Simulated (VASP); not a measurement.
KBr, 2 atoms in the cell. Symmetry: Fm-3m, No. 225, cubic system. Conventional cell: a = 6.131 Å, b = 6.131 Å, c = 6.131 Å, α = 90.00°, β = 90.00°, γ = 90.00°. Within 4.0 Å of Br (site symmetry m-3m) lie 6 K at 3.07 Å. K (site symmetry m-3m) has 6 Br at 3.07 Å within 4.0 Å. 

| Item | Value |
| --- | --- |
| Program | VASP 6.6.1 |
| Task | single point |
| Functional | PBEsol |
| Potentials or basis | VASP PAW PBE potentials, release 64 (Br, K_sv) |
| Cutoff | 520 eV |
| k mesh | 7 × 7 × 7 |
| Occupations | fermi-dirac, width 0.05 eV |
| Spin | no spin polarisation |
| Dipole correction | no |
| Further INCAR settings | ALGO = Normal; EDIFF = 1e-07; NBANDS = 15 |

Potentials or basis: VASP PAW PBE potentials, release 64 (Br, K_sv).

Launch:

```console
$ cat potpaw_PBE.64/Br/POTCAR potpaw_PBE.64/K_sv/POTCAR > POTCAR
$ mpirun -np 1 vasp_std > vasp.out
```

Hardware: 1 thread of AMD EPYC 7R43 64-Core Processor (Zen 3) (shared host).

Task: Estimate the wall time of this run.

Result: Run time: 32 s on 1 thread of AMD EPYC 7R43 64-Core Processor (Zen 3), with other jobs on the host, peak memory 0.14 GiB. Counts: scf iterations 13, k points 20.
